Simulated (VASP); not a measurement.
# BW5: single point with PBEsol

BW5, a slab with vacuum:

```
W B
1.0
     3.15436    0.00000    0.00000
     0.00000    3.15436    0.00000
     0.00000    0.00000   25.30872
W B
5 1
Direct
  0.50000 0.50000 0.33585
  0.00000 0.00000 0.39817
  0.50000 0.50000 0.46026
  0.00000 0.00000 0.51974
  0.50000 0.50000 0.58913
  0.00000 0.00000 0.60891
```

```json
{
 "Program": "VASP 6.6.1",
 "Task": "single point",
 "Functional": "PBEsol",
 "Potentials or basis": "VASP PAW PBE potentials, release 64 (W_sv, B)",
 "Cutoff": "520 eV",
 "k mesh": "9 × 9 × 1",
 "Occupations": "gaussian, width 0.1 eV",
 "Spin": "no spin polarisation",
 "Dipole correction": "yes",
 "Further INCAR settings": "ALGO = Normal; EDIFF = 1e-07; NBANDS = 46"
}
```

The largest force is 1.847 eV/Å.

Forces on the atoms (eV/Å):
```
W    0.000  0.000  1.790
W    0.000  0.000 -1.847
W    0.000  0.000  0.007
W    0.000  0.000 -0.002
W    0.000  0.000  0.024
B    0.000  0.000  0.028
```

Levels at points of the mesh, in eV from the Fermi level:
| k point | band 34 | band 35 | band 36 | band 37 | band 38 | band 39 | band 40 | band 41 |
| --- | --- | --- | --- | --- | --- | --- | --- | --- |
| (0.00, 0.00, 0.00) | -0.90 | -0.77 | -0.26 | -0.22 | -0.22 | 0.26 | 0.63 | 0.63 |

Wall time 3.8 min on 1 thread of Intel(R) Xeon(R) 6975P-C (Granite Rapids), with other jobs on the host, peak memory 0.38 GiB.

Caveat: the PAW data sets were made with another functional, which shifts forces and pressure a little; spin-orbit coupling is left out, which moves the levels of the heavy elements.
